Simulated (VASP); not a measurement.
Input of a VASP 6.6.1 run:

File INCAR:

```
SYSTEM = Rh
PREC = Accurate
ENCUT = 500
EDIFF = 1E-6
ISMEAR = 1
SIGMA = 0.01
LREAL = .FALSE.
LASPH = .TRUE.
NELM = 120
ALGO = Normal
ISIF = 2
LWAVE = .FALSE.
LCHARG = .TRUE.
GGA = PE
LELF = .TRUE.
LVHAR = .TRUE.
NBANDS = 14
GGA_COMPAT = .FALSE.
```

KPOINTS

```
Automatic mesh
0
G
  9 9 9
  0 0 0
```

File POSCAR:

```
Rh
1.0
    0.0000000000      1.8978500000      1.8978500000
    1.8978500000      0.0000000000      1.8978500000
    1.8978500000      1.8978500000      0.0000000000
Rh
1
Direct
    0.0000000000      0.0000000000      0.0000000000
```

Potentials or basis: VASP PAW PBE potentials, release 64 (Rh_pv).

The run is started by

```console
$ cat potpaw_PBE.64/Rh_pv/POTCAR > POTCAR
$ mpirun -np 1 vasp_std > vasp.out
```

**Question.** Estimate the pressure.

**Answer.** 7.5 GPa.
